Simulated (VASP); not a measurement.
# Hf4N (Pm-3m) in VASP: notebook

Runs on Hf4N. Level: PBE. Tasks: single point.

Everything below comes from runs of VASP 6.6.1. Logs are shortened: lines on timing, memory, paths and dates and some standing lists are left out, and cuts for length are marked.

## (1) The cell of the first run

Symmetry: Pm-3m, No. 221, cubic system. Conventional cell: a = 4.512 Å, b = 4.512 Å, c = 4.512 Å, α = 90.00°, β = 90.00°, γ = 90.00°. Hf (site symmetry 4/mmm) has 2 N at 2.26 Å within 3.0 Å. Hf (site symmetry m-3m) has 12 Hf at 3.19 Å and 8 N at 3.91 Å within 4.2 Å. Within 3.0 Å of N (site symmetry m-3m) lie 6 Hf at 2.26 Å.

The cell was generated, and may not be a known phase.

## (2) Single point, PBE

The input, INCAR:

```
PREC = Accurate
ENCUT = 520
EDIFF = 1E-6
ISMEAR = 0
SIGMA = 0.1
LREAL = False
LASPH = True
NELM = 80
ALGO = Normal
ISIF = 2
LWAVE = False
LCHARG = False
GGA = PE
NBANDS = 30
```

The input, KPOINTS:

```
Automatic mesh
0
Gamma
  4 4 4
```

The input, POSCAR:

```
Hf4N
1.0
    4.5122724000      0.0000000000      0.0000000000
    0.0000000000      4.5122724000      0.0000000000
    0.0000000000      0.0000000000      4.5122724000
Hf N
4 1
Direct
    0.5000000000      0.0000000000      0.0000000000
    0.0000000000      0.5000000000      0.0000000000
    0.0000000000      0.0000000000      0.5000000000
    0.5000000000      0.5000000000      0.5000000000
    0.0000000000      0.0000000000      0.0000000000
```

Potentials or basis: VASP PAW PBE potentials, release 64 (Hf_pv, N).

Launch:

```sh
$ cat potpaw_PBE.64/Hf_pv/POTCAR potpaw_PBE.64/N/POTCAR > POTCAR
$ mpirun -np 1 vasp_std > vasp.out
```

OUTCAR:

```text
PREC = Accurate
   ENCUT = 520
   EDIFF = 1E-6
   ISMEAR = 0
   LREAL = False
   LASPH = True
   NELM = 80
   ISIF = 2
   GGA = PE

 ion  position               nearest neighbor table
   1  0.500  0.000  0.000-   5 2.26   5 2.26   4 3.19   2 3.19   3 3.19   4 3.19   2 3.19   4 3.19
                             4 3.19   2 3.19   3 3.19   3 3.19   3 3.19   2 3.19
   2  0.000  0.500  0.000-   5 2.26   5 2.26   4 3.19   1 3.19   3 3.19   4 3.19   1 3.19   3 3.19
                             3 3.19   3 3.19   1 3.19   4 3.19   4 3.19   1 3.19
   3  0.000  0.000  0.500-   5 2.26   5 2.26   4 3.19   1 3.19   1 3.19   2 3.19   2 3.19   2 3.19
                             4 3.19   2 3.19   1 3.19   4 3.19   1 3.19   4 3.19
   4  0.500  0.500  0.500-   1 3.19   2 3.19   3 3.19   1 3.19   2 3.19   1 3.19   3 3.19   1 3.19
                             2 3.19   3 3.19   2 3.19   3 3.19
   5  0.000  0.000  0.000-   1 2.26   2 2.26   3 2.26   3 2.26   2 2.26   1 2.26

  LATTYP: Found a simple cubic cell.
 ALAT       =     4.5122724000

  Lattice vectors:

 A1 = (   4.5122724000,   0.0000000000,   0.0000000000)
 A2 = (   0.0000000000,   4.5122724000,   0.0000000000)
 A3 = (   0.0000000000,   0.0000000000,   4.5122724000)

Analysis of symmetry for initial positions (statically):
=====================================================================
 Subroutine PRICEL returns:
 Original cell was already a primitive cell.

 Routine SETGRP: Setting up the symmetry group for a
 simple cubic supercell.

 Subroutine GETGRP returns: Found 48 space group operations
 (whereof 48 operations were pure point group operations)
 out of a pool of 48 trial point group operations.

The static configuration has the point symmetry O_h .

Analysis of symmetry for dynamics (positions and initial velocities):
=====================================================================
 Subroutine PRICEL returns:
 Original cell was already a primitive cell.

 Routine SETGRP: Setting up the symmetry group for a
 simple cubic supercell.

 Subroutine GETGRP returns: Found 48 space group operations
 (whereof 48 operations were pure point group operations)
 out of a pool of 48 trial point group operations.

The dynamic configuration has the point symmetry O_h .

 Subroutine INISYM returns: Found 48 space group operations
 (whereof 48 operations are pure point group operations),
 and found     1 'primitive' translations

----------------------------------------------------------------------------------------

                                     Primitive cell

  volume of cell :      91.8726

  direct lattice vectors                    reciprocal lattice vectors
[... 83 lines left out ...]
   NFREE  =      0    steps in history (QN), initial steepest desc. (CG)
   ISIF   =      2    stress and relaxation
   ISYM   =      2    0-nonsym 1-usesym 2-fastsym
   POTIM  = 0.5000    time-step for ionic-motion
   TEBEG  =    0.0;   TEEND  =   0.0 temperature during run
   PSTRESS=    0.0 pullay stress
   NELECT =      45.0000    total number of electrons
   NUPDOWN=      -1.0000    fix difference up-down
   EMIN   =  10.00;   EMAX   =-10.00  energy-range for DOS
   EFERMI =   0.00;   METHOD = LEGACY
   ISMEAR =     0;   SIGMA  =   0.10  broadening in eV -4-tet -1-fermi 0-gaus
   EFERMI_NEDOS =   21; number of points for ismear=-14 and -15
   IALGO  =     38    algorithm
   IMIX   =      4    mixing-type and parameters
     AMIX     =   0.40;   BMIX     =  1.00
     AMIX_MAG =   1.60;   BMIX_MAG =  1.00
  volume/ion in A,a.u.               =      18.37       124.00
  Fermi-wavevector in a.u.,A,eV,Ry     =   1.290477  2.438648 22.658212  1.665332
  Thomas-Fermi vector in A             =   2.422306
   LORBIT       =      0    0 simple, 1 ext, 2 COOP (PROOUT), +10 PAW based schemes
   GGA     = PE    functional components
   LHFCALC =     F    Hartree Fock is set to
   AEXX    =    0.0000 exact exchange contribution
   IVDW    =     0    specifies the selected vdW correction
   LEPSILON=     F    determine dielectric tensor
   LRPA    =     F    only Hartree local field effects (RPA)
 non-spin polarized calculation
 Gauss-broadening in eV      SIGMA  =   0.10
  energy-cutoff  :      520.00
  volume of cell :       91.87
 maximum number of plane-waves:      2517
 NGX is ok and might be reduce to    36
   NGX = 17   NGY = 17   NGZ = 17

 number of electron      44.9999995 magnetization

 Free energy of the ion-electron system (eV)
  ---------------------------------------------------
  ext. energy  EPLUGINS =         0.00000000
  ---------------------------------------------------
  free energy    TOTEN  =       -51.62557717 eV

  energy without entropy =      -51.60977574  energy(sigma->0) =      -51.61767646

 E-fermi :   5.0928     XC(G=0): -11.5648

 val. band max:        4.9816851609   @ k =   0.5000   0.2500   0.0000
 cond. band min:       5.1027512046   @ k =   0.5000   0.5000   0.2500
 fundamental gap:      0.1210660437
 Fermi energy:         5.0927750024

 k-point     1 :       0.0000    0.0000    0.0000
  band No.  band energies     occupation
      1     -25.5583      2.00000
      2     -25.5583      2.00000
      3     -25.5583      2.00000
      4     -25.1299      2.00000
      5     -25.1299      2.00000
      6     -25.1299      2.00000
[... 319 lines left out ...]
     29      10.1871      0.00000
     30      10.1871      0.00000

------------------------ aborting loop because EDIFF is reached ----------------------------------------

  FORCE on cell =-STRESS in cart. coord.  units (eV):
  Direction    XX          YY          ZZ          XY          YZ          ZX
  --------------------------------------------------------------------------------------
  -------------------------------------------------------------------------------------
  Total       -0.6467438     -0.6467438     -0.6467438     -0.0000000     -0.0000000     -0.0000000
  in kB      -11.2786447    -11.2786447    -11.2786447     -0.0000000     -0.0000000     -0.0000000
  external PRESSURE =     -11.2786447 kB  Pullay stress =       0.0000000 kB

 VOLUME and BASIS-vectors are now :
 -----------------------------------------------------------------------------
  energy-cutoff  :      520.00
  volume of cell :       91.87
      direct lattice vectors                 reciprocal lattice vectors
     4.512272400  0.000000000  0.000000000     0.221617826  0.000000000  0.000000000
     0.000000000  4.512272400  0.000000000     0.000000000  0.221617826  0.000000000
     0.000000000  0.000000000  4.512272400     0.000000000  0.000000000  0.221617826

 POSITION                                       TOTAL-FORCE (eV/Angst)
 -----------------------------------------------------------------------------------
      2.25614      0.00000      0.00000         0.000000      0.000000      0.000000
      0.00000      2.25614      0.00000         0.000000      0.000000      0.000000
      0.00000      0.00000      2.25614         0.000000      0.000000      0.000000
      2.25614      2.25614      2.25614         0.000000      0.000000      0.000000
      0.00000      0.00000      0.00000         0.000000      0.000000      0.000000
 -----------------------------------------------------------------------------------
    total drift:                                0.000000      0.000000     -0.000000

  FREE ENERGIE OF THE ION-ELECTRON SYSTEM (eV)
  ---------------------------------------------------
  free  energy   TOTEN  =       -51.6255771740 eV

  energy  without entropy=      -51.6097757449  energy(sigma->0) =      -51.61767646
```

stdout:

```text
POSCAR found type information on POSCAR HfN
 POSCAR found :  2 types and       5 ions
 scaLAPACK will be used
 LDA part: xc-table for (Slater+PW92), standard interpolation
 POSCAR, INCAR and KPOINTS ok, starting setup
 FFT: planning ... GRIDC
 FFT: planning ... GRID_SOFT
 FFT: planning ... GRID
 WAVECAR not read
 entering main loop
```

It took 38 s on 1 thread of Intel Xeon 8259CL, shared host; peak memory 0.21 GiB.

Results:

- Free energy: -51.6256 eV
- Pressure: -1.1 GPa
- Band gap on the k mesh: zero (an odd number of electrons rules out a gap without spin polarisation)

Levels at points of the mesh, in eV from the Fermi level:
```csv
k point,band 20,band 21,band 22,band 23,band 24,band 25
"(0.00, 0.00, 0.00)",-2.05,-2.05,-2.05,1.41,1.41,1.41
"(0.50, 0.00, 0.00)",-0.85,-0.52,-0.41,-0.41,1.22,1.22
"(0.50, 0.50, 0.00)",-1.50,-0.32,-0.32,-0.23,0.17,0.92
"(0.50, 0.50, 0.50)",-1.49,0.58,0.58,0.58,1.25,1.25
```

Caveat: spin-orbit coupling is left out, which moves the levels of the heavy elements.

## (3) Single point, PBE

The input, INCAR:

```
SYSTEM = Hf4N
ALGO     = Normal         ! electronic algorithm
EDIFF    = 1E-6           ! SCF threshold, eV
ENCUT    = 520            ! plane-wave cutoff, eV
GGA      = PE             ! functional
ISIF     = 2              ! what is computed and relaxed
ISMEAR   = 0              ! smearing method
LASPH    = .TRUE.         ! aspherical terms in the spheres
LCHARG   = .FALSE.        ! write CHGCAR
LREAL    = .FALSE.        ! projectors in reciprocal space
LWAVE    = .FALSE.        ! write WAVECAR
NBANDS   = 30             ! bands
NELM     = 100            ! most SCF steps
PREC     = Accurate       ! precision mode
SIGMA    = 0.1            ! smearing width, eV
```

The input, KPOINTS:

```
k-points
0
G
  8 8 8
  0 0 0
```

POSCAR is that of step 2.

Potentials or basis: VASP PAW PBE potentials, release 64 (Hf_pv, N).

Launch:

```sh
$ cat potpaw_PBE.64/Hf_pv/POTCAR potpaw_PBE.64/N/POTCAR > POTCAR
$ mpirun -np 1 vasp_std > vasp.out
```

OUTCAR:

```text
SYSTEM = Hf4N
   EDIFF = 1E-6
   ENCUT = 520
   GGA = PE
   ISIF = 2
   ISMEAR = 0
   LASPH = .TRUE.
   LREAL = .FALSE.
   NELM = 100
   PREC = Accurate

 ion  position               nearest neighbor table
   1  0.500  0.000  0.000-   5 2.26   5 2.26   4 3.19   2 3.19   3 3.19   4 3.19   2 3.19   4 3.19
                             4 3.19   2 3.19   3 3.19   3 3.19   3 3.19   2 3.19
   2  0.000  0.500  0.000-   5 2.26   5 2.26   4 3.19   1 3.19   3 3.19   4 3.19   1 3.19   3 3.19
                             3 3.19   3 3.19   1 3.19   4 3.19   4 3.19   1 3.19
   3  0.000  0.000  0.500-   5 2.26   5 2.26   4 3.19   1 3.19   1 3.19   2 3.19   2 3.19   2 3.19
                             4 3.19   2 3.19   1 3.19   4 3.19   1 3.19   4 3.19
   4  0.500  0.500  0.500-   1 3.19   2 3.19   3 3.19   1 3.19   2 3.19   1 3.19   3 3.19   1 3.19
                             2 3.19   3 3.19   2 3.19   3 3.19
   5  0.000  0.000  0.000-   1 2.26   2 2.26   3 2.26   3 2.26   2 2.26   1 2.26

  LATTYP: Found a simple cubic cell.
 ALAT       =     4.5122724000

  Lattice vectors:

 A1 = (   4.5122724000,   0.0000000000,   0.0000000000)
 A2 = (   0.0000000000,   4.5122724000,   0.0000000000)
 A3 = (   0.0000000000,   0.0000000000,   4.5122724000)
[... 185 lines left out ...]
 cond. band min:       5.1185273665   @ k =   0.3750   0.1250   0.1250
 fundamental gap:      0.0063692022
 Fermi energy:         5.1159524514

 k-point     1 :       0.0000    0.0000    0.0000
  band No.  band energies     occupation
      1     -25.5654      2.00000
      2     -25.5654      2.00000
      3     -25.5654      2.00000
      4     -25.1365      2.00000
      5     -25.1365      2.00000
      6     -25.1365      2.00000
[... 781 lines left out ...]
     29       7.8198      0.00000
     30       8.9389      0.00000

 [... further k-points ...]

------------------------ aborting loop because EDIFF is reached ----------------------------------------

  FORCE on cell =-STRESS in cart. coord.  units (eV):
  Direction    XX          YY          ZZ          XY          YZ          ZX
  --------------------------------------------------------------------------------------
  -------------------------------------------------------------------------------------
  Total       -0.4761998     -0.4761998     -0.4761998      0.0000000      0.0000000      0.0000000
  in kB       -8.3045072     -8.3045072     -8.3045072      0.0000000      0.0000000      0.0000000
  external PRESSURE =      -8.3045072 kB  Pullay stress =       0.0000000 kB

 VOLUME and BASIS-vectors are now :
 -----------------------------------------------------------------------------
  energy-cutoff  :      520.00
  volume of cell :       91.87
      direct lattice vectors                 reciprocal lattice vectors
     4.512272400  0.000000000  0.000000000     0.221617826  0.000000000  0.000000000
     0.000000000  4.512272400  0.000000000     0.000000000  0.221617826  0.000000000
     0.000000000  0.000000000  4.512272400     0.000000000  0.000000000  0.221617826

 POSITION                                       TOTAL-FORCE (eV/Angst)
 -----------------------------------------------------------------------------------
      2.25614      0.00000      0.00000         0.000000      0.000000      0.000000
      0.00000      2.25614      0.00000         0.000000      0.000000      0.000000
      0.00000      0.00000      2.25614         0.000000      0.000000      0.000000
      2.25614      2.25614      2.25614         0.000000      0.000000      0.000000
      0.00000      0.00000      0.00000         0.000000      0.000000      0.000000
 -----------------------------------------------------------------------------------
    total drift:                                0.000000      0.000000     -0.000000

  FREE ENERGIE OF THE ION-ELECTRON SYSTEM (eV)
  ---------------------------------------------------
  free  energy   TOTEN  =       -51.5895066984 eV

  energy  without entropy=      -51.5563142041  energy(sigma->0) =      -51.57291045
```

OSZICAR:

```text
N       E                     dE             d eps       ncg     rms          rms(c)
DAV:   1     0.177359109701E+03    0.17736E+03   -0.24527E+04  2100   0.143E+03
DAV:   2    -0.430503296612E+02   -0.22041E+03   -0.21115E+03  2448   0.346E+02
DAV:   3    -0.559085530118E+02   -0.12858E+02   -0.12222E+02  2768   0.539E+01
DAV:   4    -0.561730335920E+02   -0.26448E+00   -0.26289E+00  2588   0.770E+00
DAV:   5    -0.561788347855E+02   -0.58012E-02   -0.57994E-02  2602   0.101E+00    0.913E+01
DAV:   6    -0.519884503585E+02    0.41904E+01   -0.24000E+01  2666   0.186E+01    0.614E+01
DAV:   7    -0.517539671247E+02    0.23448E+00   -0.39901E+00  2636   0.109E+01    0.178E+01
DAV:   8    -0.515972253909E+02    0.15674E+00   -0.83511E-01  2648   0.471E+00    0.235E+00
DAV:   9    -0.515946273464E+02    0.25980E-02   -0.19739E-01  2382   0.196E+00    0.290E+00
DAV:  10    -0.515898975333E+02    0.47298E-02   -0.39886E-02  2578   0.100E+00    0.166E+00
DAV:  11    -0.515894972245E+02    0.40031E-03   -0.40108E-03  2572   0.320E-01    0.899E-02
DAV:  12    -0.515895180794E+02   -0.20855E-04   -0.35426E-04  2440   0.814E-02    0.190E-01
DAV:  13    -0.515895084501E+02    0.96293E-05   -0.97659E-05  2418   0.393E-02    0.191E-02
DAV:  14    -0.515895068210E+02    0.16291E-05   -0.19413E-05  2404   0.180E-02    0.112E-02
DAV:  15    -0.515895066984E+02    0.12261E-06   -0.13299E-06  1780   0.587E-03
   1 F= -.51589507E+02 E0= -.51572910E+02  d E =-.331925E-01
```

stdout:

```text
POSCAR found type information on POSCAR HfN
 POSCAR found :  2 types and       5 ions
 scaLAPACK will be used
 LDA part: xc-table for (Slater+PW92), standard interpolation
 POSCAR, INCAR and KPOINTS ok, starting setup
 FFT: planning ... GRIDC
 FFT: planning ... GRID_SOFT
 FFT: planning ... GRID
 WAVECAR not read
 entering main loop
```

Run time: 95 s. Hardware: 1 thread of Intel Xeon 8259CL, shared host; peak memory 0.25 GiB.

Results:

* Free energy: -51.5895 eV
* Pressure: -0.8 GPa
* Band gap on the k mesh: zero (an odd number of electrons rules out a gap without spin polarisation)

Caveat: spin-orbit coupling is left out, which moves the levels of the heavy elements.

## (4) Single point, PBE

The input, INCAR:

```
SYSTEM = Hf4N
ALGO = Normal
EDIFF = 1E-6
ENCUT = 520
GGA = PE
ISIF = 2
ISMEAR = -1
LASPH = .TRUE.
LCHARG = .FALSE.
LREAL = .FALSE.
LWAVE = .FALSE.
NBANDS = 30
NELM = 100
PREC = Accurate
SIGMA = 0.15
```

KPOINTS is that of step 3.

POSCAR: that of step 3 with these lines changed.

```diff
@@ -2,5 +2,5 @@
 1.0
-    4.5122724000      0.0000000000      0.0000000000
-    0.0000000000      4.5122724000      0.0000000000
-    0.0000000000      0.0000000000      4.5122724000
+    4.5152076564      0.0000000000      0.0000000000
+    0.0000000000      4.5152076564      0.0000000000
+    0.0000000000      0.0000000000      4.5152076564
 Hf N
```

Launch:

```sh
$ cat potpaw_PBE.64/Hf_pv/POTCAR potpaw_PBE.64/N/POTCAR > POTCAR
$ mpirun -np 1 vasp_std > vasp.out
```

It took 99 s on 1 thread of Intel Xeon 8259CL, shared host; peak memory 0.25 GiB.

It converged, with:

* Free energy: -51.7472 eV
* Pressure: -0.8 GPa
* Band gap on the k mesh: zero (an odd number of electrons rules out a gap without spin polarisation)

Levels at points of the mesh, in eV from the Fermi level:
| k point | band 19 | band 20 | band 21 | band 22 | band 23 | band 24 | band 25 | band 26 | band 27 | band 28 |
| --- | --- | --- | --- | --- | --- | --- | --- | --- | --- | --- |
| (0.00, 0.00, 0.00) | -3.03 | -2.10 | -2.10 | -2.10 | 1.35 | 1.35 | 1.35 | 3.86 | 3.86 | 3.86 |
| (0.50, 0.00, 0.00) | -1.61 | -0.90 | -0.57 | -0.46 | -0.46 | 1.17 | 1.17 | 1.21 | 2.05 | 2.46 |
| (0.50, 0.50, 0.00) | -1.59 | -1.54 | -0.37 | -0.37 | -0.28 | 0.13 | 0.86 | 0.86 | 2.54 | 2.70 |
| (0.50, 0.50, 0.50) | -1.54 | -1.54 | 0.53 | 0.53 | 0.53 | 1.20 | 1.20 | 1.20 | 1.33 | 1.33 |

Caveat: spin-orbit coupling is left out, which moves the levels of the heavy elements.

## (5) The runs side by side

| cell | k mesh | smearing | gap on the mesh (eV) | pressure (GPa) |
| --- | --- | --- | --- | --- |
| a = 4.512 Å, 5 atoms | 4 × 4 × 4 | gaussian 0.1 eV | none | -1.1 |
| a = 4.512 Å, 5 atoms | 8 × 8 × 8 | gaussian 0.1 eV | none | -0.8 |
| a = 4.515 Å, 5 atoms | 8 × 8 × 8 | fermi-dirac 0.15 eV | none | -0.8 |

Alike in all rows: task single point; level PBE; potentials or basis VASP PAW PBE potentials, release 64 (Hf_pv, N); no spin polarisation; cutoff (eV) 520.

Caveats: spin-orbit coupling is left out, which moves the levels of the heavy elements.

Absolute energies hang on the potentials; compare differences alone.

The gap in the log of VASP goes by the Fermi energy; the results here count the filled bands.